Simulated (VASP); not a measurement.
# W16CO in VASP: single point with PBE

Aim: the single point of W16CO with PBE.

Everything below comes from runs of VASP 6.6.1. Logs are shortened: lines on timing, memory, paths and dates and some standing lists are left out, and cuts for length are marked.

## (1) The cell of the first run

The cell holds a slab with vacuum, 18 atoms: a = 6.367 Å, b = 6.367 Å, c = 22.643 Å, α = 90.00°, β = 90.00°, γ = 90.00°.

## (2) Single point, PBE

INCAR reads:

```
SYSTEM = W16CO
PREC     = Accurate       ! precision mode
ENCUT    = 520            ! plane-wave cutoff, eV
EDIFF    = 1E-7           ! SCF threshold, eV
ISMEAR   = 0              ! smearing method
SIGMA    = 0.1            ! smearing width, eV
LREAL    = Auto         
LASPH    = .TRUE.         ! aspherical terms in the spheres
NELM     = 80             ! most SCF steps
ALGO     = Normal         ! electronic algorithm
ISIF     = 2              ! what is computed and relaxed
LWAVE    = .FALSE.        ! write WAVECAR
LCHARG   = .TRUE.         ! write CHGCAR
LDIPOL   = .TRUE.       
IDIPOL   = 3            
DIPOL    = 0.5 0.5 0.306
GGA      = PE             ! functional
LELF     = .TRUE.         ! ELF
LVHAR    = .TRUE.       
LVACPOTAV= .TRUE.       
NBANDS   = 132            ! bands
```

KPOINTS reads:

```
Automatic mesh
0
G
  4 4 1
  0 0 0
```

POSCAR reads:

```
W16CO
1.0
    6.3673983408      0.0000000000      0.0000000000
    0.0000000000      6.3673983408      0.0000000000
    0.0000000000      0.0000000000     22.6425775155
W C O
16 1 1
Direct
    0.2500000000      0.2500000000      0.1766583331
    0.2500000000      0.7500000000      0.1766583331
    0.7500000000      0.2500000000      0.1766583331
    0.7500000000      0.7500000000      0.1766583331
    0.0000000000      0.0000000000      0.2469617067
    0.0000000000      0.5000000000      0.2469617067
    0.5000000000      0.0000000000      0.2469617067
    0.5000000000      0.5000000000      0.2469617067
    0.2500000000      0.2500000000      0.3202031065
    0.2500000000      0.7500000000      0.3202031065
    0.7500000000      0.2500000000      0.3202031065
    0.7500000000      0.7500000000      0.3202031065
    0.0000000000      0.0000000000      0.3816958343
    0.0000000000      0.5000000000      0.3816958343
    0.5000000000      0.0000000000      0.3816958343
    0.5000000000      0.5000000000      0.3816958343
    0.0000000000      0.0000000000      0.4929905841
    0.1244298993      0.1244298993      0.5062501210
```

Potentials or basis: VASP PAW PBE potentials, release 64 (W_sv, C, O).

The run is started by

```bash
$ cat potpaw_PBE.64/W_sv/POTCAR potpaw_PBE.64/C/POTCAR potpaw_PBE.64/O/POTCAR > POTCAR
$ mpirun -np 1 vasp_std > vasp.out
```

OUTCAR:

```text
SYSTEM = W16CO
   PREC = Accurate
   ENCUT = 520
   EDIFF = 1E-7
   ISMEAR = 0
   LREAL = Auto
   LASPH = .TRUE.
   NELM = 80
   ISIF = 2
   GGA = PE

 ion  position               nearest neighbor table
   1  0.250  0.250  0.177-   5 2.76   6 2.76   7 2.76   8 2.76   2 3.18   3 3.18   2 3.18   3 3.18
                             9 3.25
   2  0.250  0.750  0.177-   5 2.76   6 2.76   7 2.76   8 2.76   1 3.18   4 3.18   1 3.18   4 3.18
                            10 3.25
   3  0.750  0.250  0.177-   5 2.76   6 2.76   7 2.76   8 2.76   1 3.18   4 3.18   4 3.18   1 3.18
                            11 3.25
   4  0.750  0.750  0.177-   5 2.76   6 2.76   7 2.76   8 2.76   2 3.18   3 3.18   3 3.18   2 3.18
                            12 3.25
   5  0.000  0.000  0.247-   1 2.76   2 2.76   3 2.76   4 2.76   9 2.80  10 2.80  11 2.80  12 2.80
                            13 3.05   7 3.18   6 3.18   6 3.18   7 3.18
   6  0.000  0.500  0.247-   1 2.76   2 2.76   3 2.76   4 2.76   9 2.80  10 2.80  11 2.80  12 2.80
                            14 3.05   8 3.18   5 3.18   5 3.18   8 3.18
   7  0.500  0.000  0.247-   1 2.76   2 2.76   3 2.76   4 2.76   9 2.80  10 2.80  11 2.80  12 2.80
                            15 3.05   8 3.18   5 3.18   8 3.18   5 3.18
   8  0.500  0.500  0.247-   1 2.76   2 2.76   3 2.76   4 2.76   9 2.80  10 2.80  11 2.80  12 2.80
                            16 3.05   7 3.18   6 3.18   7 3.18   6 3.18
   9  0.250  0.250  0.320-  13 2.65  14 2.65  15 2.65  16 2.65   5 2.80   6 2.80   7 2.80   8 2.80
                            10 3.18  11 3.18  10 3.18  11 3.18   1 3.25
  10  0.250  0.750  0.320-  13 2.65  14 2.65  15 2.65  16 2.65   5 2.80   6 2.80   7 2.80   8 2.80
                             9 3.18  12 3.18   9 3.18  12 3.18   2 3.25
  11  0.750  0.250  0.320-  13 2.65  14 2.65  15 2.65  16 2.65   5 2.80   6 2.80   7 2.80   8 2.80
                             9 3.18  12 3.18  12 3.18   9 3.18   3 3.25
  12  0.750  0.750  0.320-  13 2.65  14 2.65  15 2.65  16 2.65   5 2.80   6 2.80   7 2.80   8 2.80
                            10 3.18  11 3.18  11 3.18  10 3.18   4 3.25
  13  0.000  0.000  0.382-  17 2.52  10 2.65  11 2.65  12 2.65   9 2.65   5 3.05  15 3.18  14 3.18
                            14 3.18  15 3.18
  14  0.000  0.500  0.382-   9 2.65  10 2.65  11 2.65  12 2.65   6 3.05  13 3.18  16 3.18  13 3.18
                            16 3.18
  15  0.500  0.000  0.382-   9 2.65  10 2.65  11 2.65  12 2.65   7 3.05  13 3.18  16 3.18  16 3.18
                            13 3.18
  16  0.500  0.500  0.382-   9 2.65  10 2.65  11 2.65  12 2.65   8 3.05  14 3.18  15 3.18  15 3.18
                            14 3.18
  17  0.000  0.000  0.493-  18 1.16  13 2.52
  18  0.124  0.124  0.506-  17 1.16

  LATTYP: Found a simple tetragonal cell.
 ALAT       =     6.3673983408
 C/A-ratio  =     3.5560171209

  Lattice vectors:

 A1 = (   6.3673983408,   0.0000000000,   0.0000000000)
 A2 = (   0.0000000000,   6.3673983408,   0.0000000000)
 A3 = (   0.0000000000,   0.0000000000,  22.6425775155)

Analysis of symmetry for initial positions (statically):
=====================================================================
[... 160 lines left out ...]
  Fermi-wavevector in a.u.,A,eV,Ry     =   1.037999  1.961533 14.659479  1.077441
  Thomas-Fermi vector in A             =   2.172463
   LORBIT       =      0    0 simple, 1 ext, 2 COOP (PROOUT), +10 PAW based schemes
   GGA     = PE    functional components
   LHFCALC =     F    Hartree Fock is set to
   AEXX    =    0.0000 exact exchange contribution
   IVDW    =     0    specifies the selected vdW correction
   LEPSILON=     F    determine dielectric tensor
   LRPA    =     F    only Hartree local field effects (RPA)
 non-spin polarized calculation
 Gauss-broadening in eV      SIGMA  =   0.10
  energy-cutoff  :      520.00
  volume of cell :      918.02
 maximum number of plane-waves:     24745
   NGX = 23   NGY = 23   NGZ = 85

 dipolmoment           0.000000      0.000000      0.013693 electrons x Angstroem

 number of electron     233.9999961 magnetization

 dipolmoment           0.000000      0.000000     -0.053166 electrons x Angstroem

 Free energy of the ion-electron system (eV)
  ---------------------------------------------------
  ext. energy  EPLUGINS =         0.00000000
  ---------------------------------------------------
  free energy    TOTEN  =      -201.16023775 eV

  energy without entropy =     -201.04016056  energy(sigma->0) =     -201.10019915

 E-fermi :   0.4312     XC(G=0):  -5.0947

 val. band max:        0.4285426758   @ k =   0.5000   0.5000   0.0000
 cond. band min:       0.4334460293   @ k =   0.5000   0.5000   0.0000
 fundamental gap:      0.0049033534
 Fermi energy:         0.4312079371

 k-point     1 :       0.0000    0.0000    0.0000
  band No.  band energies     occupation
      1     -73.4528      2.00000
      2     -73.3906      2.00000
      3     -73.3873      2.00000
      4     -73.3784      2.00000
      5     -73.3783      2.00000
      6     -73.3746      2.00000
[... 913 lines left out ...]
    128       1.5721      0.00000
    129       1.6127      0.00000
 [bands above 129 left out]

------------------------ aborting loop because EDIFF is reached ----------------------------------------

  FORCE on cell =-STRESS in cart. coord.  units (eV):
  Direction    XX          YY          ZZ          XY          YZ          ZX
  --------------------------------------------------------------------------------------
  -------------------------------------------------------------------------------------
  Total      -23.4914173    -23.4914173    -12.8626759      0.0312263      0.3714072      0.3714030
  in kB      -40.9986824    -40.9986824    -22.4487419      0.0544981      0.6482030      0.6481956
  external PRESSURE =     -34.8153689 kB  Pullay stress =       0.0000000 kB

 VOLUME and BASIS-vectors are now :
 -----------------------------------------------------------------------------
  energy-cutoff  :      520.00
  volume of cell :      918.02
      direct lattice vectors                 reciprocal lattice vectors
     6.367398341  0.000000000  0.000000000     0.157050014  0.000000000  0.000000000
     0.000000000  6.367398341  0.000000000     0.000000000  0.157050014  0.000000000
     0.000000000  0.000000000 22.642577516     0.000000000  0.000000000  0.044164583

 POSITION                                       TOTAL-FORCE (eV/Angst)
 -----------------------------------------------------------------------------------
      1.59185      1.59185      4.00000        -0.013181     -0.013181      2.020611
      1.59185      4.77555      4.00000         0.014153      0.001001      2.002037
      4.77555      1.59185      4.00000         0.001001      0.014153      2.002037
      4.77555      4.77555      4.00000        -0.000275     -0.000275      2.019932
      0.00000      0.00000      5.59185         0.003825      0.003825     -2.102242
      0.00000      3.18370      5.59185        -0.000804     -0.009799     -2.059257
[... 10 lines left out ...]
      0.00000      0.00000     11.16258         0.022939      0.022939     -1.135209
      0.79229      0.79229     11.46281         0.128804      0.128804      0.715152
 -----------------------------------------------------------------------------------
    total drift:                                0.001580      0.001580     -0.005335

  FREE ENERGIE OF THE ION-ELECTRON SYSTEM (eV)
  ---------------------------------------------------
  free  energy   TOTEN  =      -201.1602377509 eV

  energy  without entropy=     -201.0401605569  energy(sigma->0) =     -201.10019915

 vacuum level on the upper side and lower side of the slab         4.342         4.579
```

OSZICAR:

```text
N       E                     dE             d eps       ncg     rms          rms(c)
DAV:   1     0.285674874699E+04    0.28567E+04   -0.14389E+05  2368   0.164E+03
DAV:   2    -0.602221589871E+02   -0.29170E+04   -0.28786E+04  2092   0.502E+02
DAV:   3    -0.209315716489E+03   -0.14909E+03   -0.14459E+03  2284   0.108E+02
[... 31 lines left out ...]
DAV:  35    -0.201160236019E+03   -0.18307E-05   -0.31260E-08  1216   0.867E-04    0.480E-04
DAV:  36    -0.201160236786E+03   -0.76714E-06   -0.14970E-08  1192   0.577E-04    0.219E-04
DAV:  37    -0.201160237495E+03   -0.70960E-06   -0.88293E-09  1160   0.312E-04    0.111E-04
DAV:  38    -0.201160237705E+03   -0.20917E-06    0.51185E-09  1096   0.175E-04    0.700E-05
DAV:  39    -0.201160237751E+03   -0.46293E-07    0.95602E-09  1016   0.122E-04
   1 F= -.20116024E+03 E0= -.20110020E+03  d E =-.120077E+00
```

stdout:

```text
POSCAR found type information on POSCAR W C O
 POSCAR found :  3 types and      18 ions
 scaLAPACK will be used
 LDA part: xc-table for (Slater+PW92), standard interpolation
 POSCAR, INCAR and KPOINTS ok, starting setup
 FFT: planning ... GRIDC
 FFT: planning ... GRID_SOFT
 FFT: planning ... GRID
 WAVECAR not read
 entering main loop
 -----------------------------------------------------------------------------
|                                                                             |
|           W    W    AA    RRRRR   N    N  II  N    N   GGGG   !!!           |
|           W    W   A  A   R    R  NN   N  II  NN   N  G    G  !!!           |
|           W    W  A    A  R    R  N N  N  II  N N  N  G       !!!           |
|           W WW W  AAAAAA  RRRRR   N  N N  II  N  N N  G  GGG   !            |
|           WW  WW  A    A  R   R   N   NN  II  N   NN  G    G                |
|           W    W  A    A  R    R  N    N  II  N    N   GGGG   !!!           |
|                                                                             |
|     Did not find any points to average over, which means that no vacuum     |
|     field-free region was found. Please increase the size of  your cell     |
|     in the dimension of the dipole correction to obtain accurate            |
|     workfunction values.                                                    |
|                                                                             |
 -----------------------------------------------------------------------------
```

It took 78 min on 1 thread of Intel Xeon 8259CL, shared host; peak memory 1.1 GiB.

What came out:

```
Free energy            : -201.1602 eV
Largest force          : 2.102 eV/Å
Band gap on the k mesh : zero (bands 117 and 118 overlap by 0.29 eV)
```

Forces on the atoms (eV/Å):
```
W   -0.013 -0.013  2.021
W    0.014  0.001  2.002
W    0.001  0.014  2.002
W    0.000  0.000  2.020
W    0.004  0.004 -2.102
W   -0.001 -0.010 -2.059
W   -0.010 -0.001 -2.059
W   -0.001 -0.001 -2.092
W    0.111  0.111 -0.019
W    0.088 -0.116 -0.054
W   -0.116  0.088 -0.054
W   -0.044 -0.044  0.009
W   -0.281 -0.281  1.055
W    0.038  0.067 -0.050
W    0.067  0.038 -0.050
W   -0.010 -0.010 -0.149
C    0.023  0.023 -1.135
O    0.129  0.129  0.715
```

Levels at points of the mesh, in eV from the Fermi level:
```tsv
k point	band 116	band 117	band 118	band 119	band 120	band 121
(0.00, 0.00, 0.00)	-0.14	0.22	0.32	0.37	0.86	0.88
(0.50, 0.00, 0.00)	-0.12	-0.12	-0.01	-0.01	0.55	0.62
(0.50, 0.50, 0.00)	-0.11	-0.10	-0.02	0.00	0.00	0.00
```

Caveat: spin-orbit coupling is left out, which moves the levels of the heavy elements.
